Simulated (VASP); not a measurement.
Input of a VASP 6.6.1 run:

Contents of INCAR:

```
ALGO = Normal
EDIFF = 1E-6
ENCUT = 600
GGA = PE
GGA_COMPAT = F
ISIF = 2
ISMEAR = 0
LASPH = T
LCHARG = F
LREAL = F
LWAVE = F
NBANDS = 33
NELM = 120
PREC = Accurate
SIGMA = 0.1
```

Contents of KPOINTS:

```
k-points
0
Gamma
  6 6 6
```

File POSCAR:

```
Be2S3
1.0
    2.9350929191      1.6945766869      5.3423098775
   -2.9350929191      1.6945766869      5.3423098775
    0.0000000000     -3.3891533740      5.3423098775
Be S
4 6
Direct
    0.8521800000      0.8521800000      0.8521800000
    0.6478200000      0.6478200000      0.6478200000
    0.1478200000      0.1478200000      0.1478200000
    0.3521800000      0.3521800000      0.3521800000
    0.0562500000      0.4437500000      0.7500000000
    0.7500000000      0.0562500000      0.4437500000
    0.4437500000      0.7500000000      0.0562500000
    0.9437500000      0.5562500000      0.2500000000
    0.2500000000      0.9437500000      0.5562500000
    0.5562500000      0.2500000000      0.9437500000
```

Potentials or basis: VASP PAW PBE potentials, release 64 (Be, S).

The run is started by

```console
$ cat potpaw_PBE.64/Be/POTCAR potpaw_PBE.64/S/POTCAR > POTCAR
$ mpirun -np 1 vasp_std > vasp.out
```

Q: What does it give for the largest force?

A: 0.379 eV/Å.

Q: Predict the pressure.

A: -8.4 GPa.

Q: Predict the band gap on the k mesh.

A: Zero (bands 22 and 23 overlap by 0.47 eV).

Forces on the atoms (eV/Å):
```
Be   0.000  0.000  0.190
Be   0.000  0.000 -0.190
Be   0.000  0.000 -0.190
Be   0.000  0.000  0.190
S    0.379  0.000  0.000
S   -0.189  0.328  0.000
S   -0.189 -0.328  0.000
S   -0.379  0.000  0.000
S    0.189 -0.328  0.000
S    0.189  0.328  0.000
```

Caveat: the cell stands under tension; semilocal functionals underestimate gaps, and a narrow one can read as zero.
